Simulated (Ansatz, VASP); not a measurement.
Two plane-wave programs on Os

```
Os
1.0
    -0.04863    1.94500    1.94500
     1.94500   -0.04863    1.94500
     1.89637    1.89637    0.00000
Os
1
Cartesian
  0.0000 0.0000 0.0000
```

Change from the starting cell: strain -0.0500 x Voigt [0, 0, 0, 0, 0, 1], atoms carried along.

Alike in both runs: task single point; functional r2SCAN; k mesh 20 × 20 × 20; occupations gaussian, width 0.15 eV; no spin polarisation.

```csv
,VASP,Ansatz
version,VASP 6.6.1,Ansatz 0.2.0
potentials or method,"VASP PAW PBE potentials, release 64 (Os), cutoff 520 eV","scalar-relativistic, plane waves, PAW"
valence electrons in the cell,8,16
```

```tsv
	VASP	Ansatz	Ansatz less VASP
gap on the k mesh at the Fermi level (eV)	none	none	-
pressure (GPa)	-15.2	-15.7	-0.59
traceless stress, the component that is largest in VASP (GPa)	14.13	14.21	+0.078
```

VASP's potentials were made for PBE, not for r2SCAN. A gap of «none» marks a metal or a gap that the smearing closes. VASP's potentials hold 8 valence electrons a cell and Ansatz's 16, so a difference there can come from the potentials and not from the codes.

Spin-orbit coupling is off throughout.
